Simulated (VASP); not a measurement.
Wanted: the native input for a VASP 6.6.1 run.

```yaml
Task: single point
Functional: PBE
Potentials_or_basis: VASP PAW PBE potentials, release 64 (Pb_d)
Cutoff: 520 eV
k_mesh: 13 × 13 × 13
Occupations: fermi-dirac, width 0.05 eV
Spin: no spin polarisation
Dipole_correction: no
Further_INCAR_settings: ALGO = Normal; EDIFF = 1e-07; NBANDS = 13
```

The structure of Pb lies in POSCAR:

```
Pb
1.0
   -1.9979355458      1.9979355458      1.9979355458
    1.9979355458     -1.9979355458      1.9979355458
    1.9979355458      1.9979355458     -1.9979355458
Pb
1
Direct
    0.0000000000      0.0000000000      0.0000000000
```

One way to write it, as run:

INCAR

```
PREC = Accurate
ENCUT = 520
EDIFF = 1E-7
ISMEAR = -1
SIGMA = 0.05
LREAL = False
LASPH = True
NELM = 60
ALGO = Normal
ISIF = 2
LWAVE = False
LCHARG = True
GGA = PE
LELF = True
LVHAR = True
NBANDS = 13
```

KPOINTS

```
Automatic mesh
0
Gamma
  13 13 13
```

Potentials or basis: VASP PAW PBE potentials, release 64 (Pb_d).

Launch:

```console
$ cat potpaw_PBE.64/Pb_d/POTCAR > POTCAR
$ mpirun -np 1 vasp_std > vasp.out
```

Results of the run:

* Pressure: -0.1 GPa
* Band gap on the k mesh: zero (band 7 reaches 13.93 eV, above the bottom of band 8 at 4.92 eV)

Caveat: spin-orbit coupling is left out, which moves the levels of the heavy elements.

It took 13 s on 1 thread of Intel(R) Xeon(R) 6975P-C (Granite Rapids) (shared host), peak memory 0.17 GiB.
